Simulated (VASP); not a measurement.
# FeSb (P6_3/mmc) in VASP: further runs

The runs below take FeSb through single point, with LDA.

Everything below comes from runs of VASP 6.6.1. Logs are shortened: lines on timing, memory, paths and dates and some standing lists are left out, and cuts for length are marked.

## 1. The cell of the first run

The structure is hexagonal, space group P6_3/mmc (No. 194). The conventional cell has a = 4.216 Å, b = 4.216 Å, c = 5.327 Å, α = 90.00°, β = 90.00°, γ = 120.00°. Within 3.5 Å of Fe (site symmetry -3m) lie 2 Fe at 2.66 Å and 6 Sb at 2.77 Å. Within 3.7 Å of Sb (site symmetry -6m2) lie 6 Fe at 2.77 Å and 6 Sb at 3.61 Å.

## 2. Single point, LDA, collinear spin, ferromagnetic start (20.50 Å³/atom)

INCAR

```
SYSTEM = FeSb
PREC = Accurate
ENCUT = 520
EDIFF = 1E-6
ISMEAR = -1
SIGMA = 0.1
LREAL = .False.
LASPH = .True.
NELM = 150
ALGO = Normal
ISIF = 2
LWAVE = .False.
LCHARG = .True.
ISPIN = 2
MAGMOM = 3 3 0 0
LORBIT = 11
LMAXMIX = 4
LELF = .True.
LVHAR = .True.
NBANDS = 25
```

KPOINTS

```
Automatic mesh
0
Gamma
  8 8 6
  0 0 0
```

POSCAR

```
FeSb
1.0
    4.2163052107      0.0000000000      0.0000000000
   -2.1081526054      3.6514274226      0.0000000000
    0.0000000000      0.0000000000      5.3274989485
Fe Sb
2 2
Direct
    0.0000000000      0.0000000000      0.0000000000
    0.0000000000      0.0000000000      0.5000000000
    0.3333333333      0.6666666667      0.2500000000
    0.6666666667      0.3333333333      0.7500000000
```

Potentials or basis: VASP PAW LDA potentials, release 64 (Fe, Sb).

Launch:

```sh
> cat potpaw_LDA.64/Fe/POTCAR potpaw_LDA.64/Sb/POTCAR > POTCAR
> mpirun -np 1 vasp_std > vasp.out
```

OUTCAR:

```text
SYSTEM = FeSb
   PREC = Accurate
   ENCUT = 520
   EDIFF = 1E-6
   ISMEAR = -1
   LREAL = .False.
   LASPH = .True.
   NELM = 150
   ISIF = 2
   ISPIN = 2
   LORBIT = 11

 ion  position               nearest neighbor table
   1  0.000  0.000  0.000-   2 2.66   2 2.66   4 2.77   3 2.77   4 2.77   3 2.77   4 2.77   3 2.77

   2  0.000  0.000  0.500-   1 2.66   1 2.66   4 2.77   3 2.77   4 2.77   3 2.77   4 2.77   3 2.77

   3  0.333  0.667  0.250-   1 2.77   2 2.77   1 2.77   2 2.77   1 2.77   2 2.77   4 3.61   4 3.61
                             4 3.61   4 3.61   4 3.61   4 3.61
   4  0.667  0.333  0.750-   1 2.77   2 2.77   1 2.77   2 2.77   1 2.77   2 2.77   3 3.61   3 3.61
                             3 3.61   3 3.61   3 3.61   3 3.61

  LATTYP: Found a hexagonal cell.
 ALAT       =     4.2163052107
 C/A-ratio  =     1.2635467980

  Lattice vectors:

 A1 = (   4.2163052107,   0.0000000000,   0.0000000000)
 A2 = (  -2.1081526054,   3.6514274226,   0.0000000000)
 A3 = (   0.0000000000,   0.0000000000,   5.3274989485)

Analysis of symmetry for initial positions (statically):
=====================================================================
 Subroutine PRICEL returns:
 Original cell was already a primitive cell.

 Routine SETGRP: Setting up the symmetry group for a
 hexagonal supercell.

 Subroutine GETGRP returns: Found 24 space group operations
 (whereof 12 operations were pure point group operations)
 out of a pool of 24 trial point group operations.

The static configuration has the point symmetry D_3d.
 The point group associated with its full space group is D_6h.

Analysis of symmetry for dynamics (positions and initial velocities):
=====================================================================
 Subroutine PRICEL returns:
 Original cell was already a primitive cell.

 Routine SETGRP: Setting up the symmetry group for a
 hexagonal supercell.

 Subroutine GETGRP returns: Found 24 space group operations
 (whereof 12 operations were pure point group operations)
 out of a pool of 24 trial point group operations.

The dynamic configuration has the point symmetry D_3d.
 The point group associated with its full space group is D_6h.

Analysis of structural, dynamic, and magnetic symmetry:
=====================================================================
 Subroutine PRICEL returns:
 Original cell was already a primitive cell.

 Routine SETGRP: Setting up the symmetry group for a
 hexagonal supercell.

 Subroutine GETGRP returns: Found 24 space group operations
 (whereof 12 operations were pure point group operations)
 out of a pool of 24 trial point group operations.

[... 134 lines left out ...]
   LEPSILON=     F    determine dielectric tensor
   LRPA    =     F    only Hartree local field effects (RPA)
 spin polarized calculation
  energy-cutoff  :      520.00
  volume of cell :       82.02
 maximum number of plane-waves:      2225
 NGX is ok and might be reduce to    32
   NGX = 15   NGY = 15   NGZ = 19

 number of electron      26.0000003 magnetization       3.8704010

 Free energy of the ion-electron system (eV)
  ---------------------------------------------------
  ext. energy  EPLUGINS =         0.00000000
  ---------------------------------------------------
  free energy    TOTEN  =       -27.33042514 eV

  energy without entropy =      -27.14087507  energy(sigma->0) =      -27.23565010

 E-fermi :   6.6085     XC(G=0): -10.9151

 val. band max:        6.6050101960   @ k =   0.5000   0.0000   0.5000
 cond. band min:       6.6108918470   @ k =   0.1250   0.0000   0.3333
 fundamental gap:      0.0058816510
 Fermi energy:         6.6084984117

 spin component 1

 k-point     1 :       0.0000    0.0000    0.0000
  band No.  band energies     occupation
      1      -4.9756      1.00000
      2      -1.3863      1.00000
      3       1.5458      1.00000
      4       3.0492      1.00000
      5       3.0492      1.00000
      6       3.7046      1.00000
[... 661 lines left out ...]
     24      15.9928      0.00000
     25      16.5198      0.00000

 [... further k-points ...]

 spin component 2

 k-point     1 :       0.0000    0.0000    0.0000
  band No.  band energies     occupation
      1      -4.9593      1.00000
      2      -1.4204      1.00000
      3       1.7479      1.00000
      4       3.8665      1.00000
      5       3.8665      1.00000
      6       4.9744      1.00000
[... 661 lines left out ...]
     24      16.1855      0.00000
     25      16.7196      0.00000

 [... further k-points ...]

------------------------ aborting loop because EDIFF is reached ----------------------------------------

  FORCE on cell =-STRESS in cart. coord.  units (eV):
  Direction    XX          YY          ZZ          XY          YZ          ZX
  --------------------------------------------------------------------------------------
  -------------------------------------------------------------------------------------
  Total       -8.3982856     -8.3982856     -9.1942593      0.0000000      0.0000000      0.0000000
  in kB     -164.0526059   -164.0526059   -179.6012046      0.0000000      0.0000000      0.0000000
  external PRESSURE =    -169.2354721 kB  Pullay stress =       0.0000000 kB

 VOLUME and BASIS-vectors are now :
 -----------------------------------------------------------------------------
  energy-cutoff  :      520.00
  volume of cell :       82.02
      direct lattice vectors                 reciprocal lattice vectors
     4.216305211  0.000000000  0.000000000     0.237174481  0.136932750  0.000000000
    -2.108152605  3.651427423  0.000000000     0.000000000  0.273865501  0.000000000
     0.000000000  0.000000000  5.327498948     0.000000000  0.000000000  0.187705340

 POSITION                                       TOTAL-FORCE (eV/Angst)
 -----------------------------------------------------------------------------------
      0.00000      0.00000      0.00000        -0.000000     -0.000000      0.000000
      0.00000      0.00000      2.66375         0.000000     -0.000000      0.000000
     -0.00000      2.43428      1.33187        -0.000000     -0.000000      0.000000
      2.10815      1.21714      3.99562         0.000000      0.000000     -0.000000
 -----------------------------------------------------------------------------------
    total drift:                                0.000000     -0.000000      0.000000

  FREE ENERGIE OF THE ION-ELECTRON SYSTEM (eV)
  ---------------------------------------------------
  free  energy   TOTEN  =       -27.3304251387 eV

  energy  without entropy=      -27.1408750664  energy(sigma->0) =      -27.23565010

 total charge

# of ion       s       p       d       tot
------------------------------------------
    1        0.371   0.354   6.291   7.017
    2        0.371   0.354   6.291   7.017
    3        1.150   1.194   0.055   2.398
    4        1.150   1.194   0.055   2.398
--------------------------------------------------
tot          3.043   3.096  12.691  18.830

 magnetization (x)

# of ion       s       p       d       tot
------------------------------------------
    1        0.015   0.009   1.993   2.018
    2        0.015   0.009   1.993   2.018
    3        0.010  -0.076  -0.001  -0.067
    4        0.010  -0.076  -0.001  -0.067
--------------------------------------------------
tot          0.051  -0.134   3.983   3.901
```

OSZICAR:

```text
N       E                     dE             d eps       ncg     rms          rms(c)
DAV:   1     0.154289267808E+03    0.15429E+03   -0.10078E+04  4000   0.101E+03
DAV:   2    -0.200796393913E+02   -0.17437E+03   -0.16262E+03  4014   0.228E+02
DAV:   3    -0.291717902518E+02   -0.90922E+01   -0.86420E+01  5310   0.655E+01
DAV:   4    -0.294232011214E+02   -0.25141E+00   -0.25042E+00  4595   0.991E+00
DAV:   5    -0.294324730808E+02   -0.92720E-02   -0.92709E-02  5367   0.216E+00    0.146E+01
DAV:   6    -0.351517533787E+02   -0.57193E+01   -0.30878E+01  4793   0.883E+01    0.333E+01
DAV:   7    -0.273265865990E+02    0.78252E+01   -0.33371E+01  4765   0.661E+01    0.422E+00
DAV:   8    -0.273680910603E+02   -0.41504E-01   -0.10007E+00  4271   0.497E+00    0.203E+00
DAV:   9    -0.273296331100E+02    0.38458E-01   -0.92810E-02  5467   0.387E+00    0.106E+00
DAV:  10    -0.273299915233E+02   -0.35841E-03   -0.36375E-03  5170   0.470E-01    0.561E-01
DAV:  11    -0.273309628954E+02   -0.97137E-03   -0.24852E-03  5866   0.625E-01    0.368E-01
DAV:  12    -0.273304831358E+02    0.47976E-03   -0.67612E-04  6010   0.235E-01    0.107E-01
DAV:  13    -0.273304337258E+02    0.49410E-04   -0.60504E-05  6220   0.767E-02    0.418E-02
DAV:  14    -0.273304252027E+02    0.85232E-05   -0.13388E-05  5753   0.264E-02    0.103E-02
DAV:  15    -0.273304251387E+02    0.63979E-07   -0.21050E-06  2730   0.133E-02
   1 F= -.27330425E+02 E0= -.27235650E+02  d E =-.189550E+00  mag=     3.8699
```

stdout:

```text
POSCAR found type information on POSCAR FeSb
 POSCAR found :  2 types and       4 ions
 scaLAPACK will be used
 LDA part: xc-table for (Slater(with rela. corr.)+CA(PZ))
 , standard interpolation
 POSCAR, INCAR and KPOINTS ok, starting setup
 FFT: planning ... GRIDC
 FFT: planning ... GRID_SOFT
 FFT: planning ... GRID
 WAVECAR not read
 entering main loop
```

Wall time 87 s (1 thread of Intel Xeon 6975P-C (Granite Rapids), shared host); peak memory 0.26 GiB.

What came out:

```
Free energy                                           : -27.3304 eV
Pressure                                              : -16.9 GPa
Net moment                                            : 3.87 μB per cell
Site moments                                          : Fe +2.02; Sb -0.07 μB
Valence electrons inside the program's atomic spheres : Fe 7.02; Sb 2.40
```

Stress tensor (GPa, compression positive):
```
-16.41   0.00   0.00
  0.00 -16.41   0.00
  0.00   0.00 -17.96
```

Levels at points of the mesh, in eV from the Fermi level:
Spin up:
```
           k point  band 12  band 13  band 14  band 15  band 16  band 17  band 18  band 19
(0.00, 0.00, 0.00)    -1.18     0.26     0.44     0.44     2.21     2.21     2.82     3.26
(0.50, 0.00, 0.00)    -1.57    -1.30    -1.22    -1.17    -0.61     1.36     3.45     3.60
(0.00, 0.00, 0.50)    -1.89    -0.09    -0.09     1.82     1.82     1.82     1.82     4.78
(0.50, 0.00, 0.50)    -1.65    -1.60    -1.60     0.29     0.29     1.40     1.40     4.98
```
Spin down:
```
           k point  band 9  band 10  band 11  band 12  band 13  band 14
(0.00, 0.00, 0.00)   -0.23    -0.23     0.51     0.51     0.75     0.75
(0.50, 0.00, 0.00)   -1.63    -0.48    -0.22     0.09     0.18     0.68
(0.00, 0.00, 0.50)   -0.26    -0.26    -0.26    -0.26     0.40     0.40
(0.50, 0.00, 0.50)   -0.24    -0.24     0.00     0.00     0.02     0.02
```

Caveat: the cell stands under tension; spin-orbit coupling is left out, which moves the levels of the heavy elements; only a ferromagnetic start was run, and an antiferromagnetic order may lie lower in energy.

## 3. Single point, LDA, collinear spin, ferromagnetic start (20.50 Å³/atom)

INCAR

```
SYSTEM = FeSb
PREC     = Accurate       ! precision mode
ENCUT    = 520            ! plane-wave cutoff, eV
EDIFF    = 1E-6           ! SCF threshold, eV
ISMEAR   = -1             ! smearing method
SIGMA    = 0.1            ! smearing width, eV
LREAL    = .False.        ! projectors in reciprocal space
LASPH    = .True.         ! aspherical terms in the spheres
NELM     = 150            ! most SCF steps
ALGO     = Normal         ! electronic algorithm
ISIF     = 2              ! what is computed and relaxed
LWAVE    = .False.        ! write WAVECAR
LCHARG   = .False.        ! write CHGCAR
ISPIN    = 2              ! spin polarisation
MAGMOM   = 3 3 0 0        ! initial moments
LORBIT   = 11             ! projections on sites
LMAXMIX  = 4              ! l up to which the mixer works
GGA      = CA             ! functional
NBANDS   = 25             ! bands
```

KPOINTS is that of step 2.

POSCAR is that of step 2.

Potentials or basis: VASP PAW LDA potentials, release 64 (Fe, Sb).

Launch:

```sh
> cat potpaw_LDA.64/Fe/POTCAR potpaw_LDA.64/Sb/POTCAR > POTCAR
> mpirun -np 1 vasp_std > vasp.out
```

OUTCAR:

```text
SYSTEM = FeSb
   PREC = Accurate
   ENCUT = 520
   EDIFF = 1E-6
   ISMEAR = -1
   LREAL = .False.
   LASPH = .True.
   NELM = 150
   ISIF = 2
   ISPIN = 2
   LORBIT = 11
   GGA = CA

 ion  position               nearest neighbor table
   1  0.000  0.000  0.000-   2 2.66   2 2.66   4 2.77   3 2.77   4 2.77   3 2.77   4 2.77   3 2.77

   2  0.000  0.000  0.500-   1 2.66   1 2.66   4 2.77   3 2.77   4 2.77   3 2.77   4 2.77   3 2.77

   3  0.333  0.667  0.250-   1 2.77   2 2.77   1 2.77   2 2.77   1 2.77   2 2.77   4 3.61   4 3.61
                             4 3.61   4 3.61   4 3.61   4 3.61
   4  0.667  0.333  0.750-   1 2.77   2 2.77   1 2.77   2 2.77   1 2.77   2 2.77   3 3.61   3 3.61
                             3 3.61   3 3.61   3 3.61   3 3.61

  LATTYP: Found a hexagonal cell.
[... 1580 lines left out ...]
     0.000000000  0.000000000  5.327498948     0.000000000  0.000000000  0.187705340

 POSITION                                       TOTAL-FORCE (eV/Angst)
 -----------------------------------------------------------------------------------
      0.00000      0.00000      0.00000        -0.000000     -0.000000      0.000000
      0.00000      0.00000      2.66375         0.000000     -0.000000      0.000000
     -0.00000      2.43428      1.33187        -0.000000     -0.000000      0.000000
      2.10815      1.21714      3.99562         0.000000      0.000000     -0.000000
 -----------------------------------------------------------------------------------
    total drift:                                0.000000     -0.000000      0.000000

  FREE ENERGIE OF THE ION-ELECTRON SYSTEM (eV)
  ---------------------------------------------------
  free  energy   TOTEN  =       -27.3304251387 eV

  energy  without entropy=      -27.1408750664  energy(sigma->0) =      -27.23565010

 total charge

# of ion       s       p       d       tot
------------------------------------------
    1        0.371   0.354   6.291   7.017
    2        0.371   0.354   6.291   7.017
    3        1.150   1.194   0.055   2.398
    4        1.150   1.194   0.055   2.398
--------------------------------------------------
tot          3.043   3.096  12.691  18.830

 magnetization (x)

# of ion       s       p       d       tot
------------------------------------------
    1        0.015   0.009   1.993   2.018
    2        0.015   0.009   1.993   2.018
    3        0.010  -0.076  -0.001  -0.067
    4        0.010  -0.076  -0.001  -0.067
--------------------------------------------------
tot          0.051  -0.134   3.983   3.901
```

stdout:

```text
POSCAR found type information on POSCAR FeSb
 POSCAR found :  2 types and       4 ions
 scaLAPACK will be used
 LDA part: xc-table for (Slater(with rela. corr.)+CA(PZ))
 , standard interpolation
 POSCAR, INCAR and KPOINTS ok, starting setup
 FFT: planning ... GRIDC
 FFT: planning ... GRID_SOFT
 FFT: planning ... GRID
 WAVECAR not read
 entering main loop
```

Wall time 83 s (1 thread of Intel Xeon 6975P-C (Granite Rapids), shared host); peak memory 0.26 GiB.

Results:

```yaml
Free_energy: -27.3304 eV
Pressure: -16.9 GPa
Net_moment: 3.87 μB per cell
Site_moments: Fe +2.02; Sb -0.07 μB
Valence_electrons_inside_the_program's_atomic_spheres: Fe 7.02; Sb 2.40
```

Stress tensor (GPa, compression positive):
```
-16.41   0.00   0.00
  0.00 -16.41   0.00
  0.00   0.00 -17.96
```

Levels at points of the mesh, in eV from the Fermi level:
Spin up:
```csv
k point,band 11,band 12,band 13,band 14,band 15,band 16,band 17,band 18,band 19,band 20
"(0.00, 0.00, 0.00)",-1.18,-1.18,0.26,0.44,0.44,2.21,2.21,2.82,3.26,4.16
"(0.50, 0.00, 0.00)",-1.83,-1.57,-1.30,-1.22,-1.17,-0.61,1.36,3.45,3.60,4.95
"(0.00, 0.00, 0.50)",-1.89,-1.89,-0.09,-0.09,1.82,1.82,1.82,1.82,4.78,4.78
"(0.50, 0.00, 0.50)",-1.65,-1.65,-1.60,-1.60,0.29,0.29,1.40,1.40,4.98,4.98
```
Spin down:
| k point | band 9 | band 10 | band 11 | band 12 | band 13 | band 14 |
| --- | --- | --- | --- | --- | --- | --- |
| (0.00, 0.00, 0.00) | -0.23 | -0.23 | 0.51 | 0.51 | 0.75 | 0.75 |
| (0.50, 0.00, 0.00) | -1.63 | -0.48 | -0.22 | 0.09 | 0.18 | 0.68 |
| (0.00, 0.00, 0.50) | -0.26 | -0.26 | -0.26 | -0.26 | 0.40 | 0.40 |
| (0.50, 0.00, 0.50) | -0.24 | -0.24 | 0.00 | 0.00 | 0.02 | 0.02 |

Caveat: the cell stands under tension; spin-orbit coupling is left out, which moves the levels of the heavy elements; only a ferromagnetic start was run, and an antiferromagnetic order may lie lower in energy.

## 4. Single point, LDA, collinear spin, ferromagnetic start (21.97 Å³/atom)

This run uses another cell than the first one, of 21.97 Å³/atom.

INCAR

```
PREC = Accurate ; ENCUT = 520
EDIFF = 1E-7 ; ISMEAR = -1
SIGMA = 0.1 ; LREAL = F
LASPH = T ; NELM = 150
ALGO = Normal ; ISIF = 2
LWAVE = F ; LCHARG = F
ISPIN = 2 ; MAGMOM = 3 3 0 0
LORBIT = 11 ; LMAXMIX = 4
NBANDS = 25
```

KPOINTS

```
regular mesh
0
Gamma
  8 8 6
```

POSCAR

```
FeSb
1.0
    4.3143937909      0.0000000000      0.0000000000
   -2.1571968954      3.7363746249      0.0000000000
    0.0000000000      0.0000000000      5.4514384599
Fe Sb
2 2
Direct
    0.0000000000      0.0000000000      0.0000000000
    0.0000000000      0.0000000000      0.5000000000
    0.3333333333      0.6666666667      0.2500000000
    0.6666666667      0.3333333333      0.7500000000
```

Launch:

```sh
> cat potpaw_LDA.64/Fe/POTCAR potpaw_LDA.64/Sb/POTCAR > POTCAR
> mpirun -np 1 vasp_std > vasp.out
```

Wall time 94 s (1 thread of Intel Xeon 6975P-C (Granite Rapids), shared host); peak memory 0.27 GiB.

Results (log left out):

```
Free energy                                           : -26.6947 eV
Pressure                                              : -17.7 GPa
Net moment                                            : 4.54 μB per cell
Site moments                                          : Fe +2.35; Sb -0.07 μB
Valence electrons inside the program's atomic spheres : Fe 6.91; Sb 2.38
```

Stress tensor (GPa, compression positive):
```
-17.34   0.00   0.00
  0.00 -17.34   0.00
  0.00   0.00 -18.45
```

Levels at points of the mesh, in eV from the Fermi level:
Spin up:
| k point | band 11 | band 12 | band 13 | band 14 | band 15 | band 16 | band 17 | band 18 | band 19 | band 20 |
| --- | --- | --- | --- | --- | --- | --- | --- | --- | --- | --- |
| (0.00, 0.00, 0.00) | -1.44 | -1.44 | -0.09 | 0.32 | 0.32 | 1.84 | 1.84 | 2.67 | 2.95 | 3.42 |
| (0.50, 0.00, 0.00) | -2.03 | -1.81 | -1.51 | -1.47 | -1.43 | -0.99 | 1.03 | 3.03 | 3.37 | 4.62 |
| (0.00, 0.00, 0.50) | -2.06 | -2.06 | -0.36 | -0.36 | 1.50 | 1.50 | 1.50 | 1.50 | 4.32 | 4.32 |
| (0.50, 0.00, 0.50) | -1.87 | -1.87 | -1.79 | -1.79 | 0.11 | 0.11 | 1.04 | 1.04 | 4.59 | 4.59 |
Spin down:
| k point | band 9 | band 10 | band 11 | band 12 | band 13 | band 14 |
| --- | --- | --- | --- | --- | --- | --- |
| (0.00, 0.00, 0.00) | -0.15 | -0.15 | 0.40 | 0.40 | 0.76 | 0.76 |
| (0.50, 0.00, 0.00) | -1.41 | -0.36 | -0.14 | 0.14 | 0.23 | 0.70 |
| (0.00, 0.00, 0.50) | -0.16 | -0.16 | -0.16 | -0.16 | 0.27 | 0.27 |
| (0.50, 0.00, 0.50) | -0.14 | -0.14 | 0.06 | 0.06 | 0.09 | 0.09 |

Caveat: the cell stands under tension; spin-orbit coupling is left out, which moves the levels of the heavy elements; only a ferromagnetic start was run, and an antiferromagnetic order may lie lower in energy.
